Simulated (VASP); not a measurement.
Sb: electric field gradients with PBE

Sb:

```
Sb
1.0
     2.15060    1.24165    3.74400
    -2.15060    1.24165    3.74400
     0.00000   -2.48330    3.74400
Sb
2
Direct
  0.23364 0.23364 0.23364
  0.76636 0.76636 0.76636
```

```yaml
Program: VASP 6.6.1
Task: electric field gradients
Functional: PBE
Potentials_or_basis: VASP PAW PBE potentials, release 64 (Sb)
Cutoff: 520 eV
k_mesh: 9 × 9 × 9
Occupations: fermi-dirac, width 0.05 eV
Spin: no spin polarisation
Dipole_correction: no
Further_INCAR_settings: ALGO = Normal; EDIFF = 1e-08; NBANDS = 12
```

```
Pressure               : 3.2 GPa
Largest force          : 0.244 eV/Å
Band gap on the k mesh : 0.07 eV, indirect (least direct gap 0.49 eV)
```

Forces on the atoms (eV/Å):
```
Sb   0.000  0.000  0.244
Sb   0.000  0.000 -0.244
```

Stress tensor (GPa, compression positive):
```
3.39 0.00 0.00
0.00 3.39 0.00
0.00 0.00 2.84
```

Levels at points of the mesh, in eV from the valence-band top:
```
           k point  band 2  band 3  band 4  band 5  band 6  band 7  band 8  band 9
(0.00, 0.00, 0.00)   -4.71   -2.02   -1.77   -1.77    2.12    2.76    2.76    5.11
```

Electric field gradients, principal values (V/Å²):
```tsv
atom	least	middle	greatest (by size)
1 Sb	23.029	23.029	-46.058
2 Sb	23.029	23.029	-46.058
```

Run time: 56 s on 1 thread of Intel Xeon 6975P-C (shared host), peak memory 0.22 GiB.

Caveat: without QUAD_EFG the Cq values of the log hold for a quadrupole moment of 1 mb, not for the nuclei; spin-orbit coupling is left out, which moves the levels of the heavy elements. A k mesh can miss the band edges.
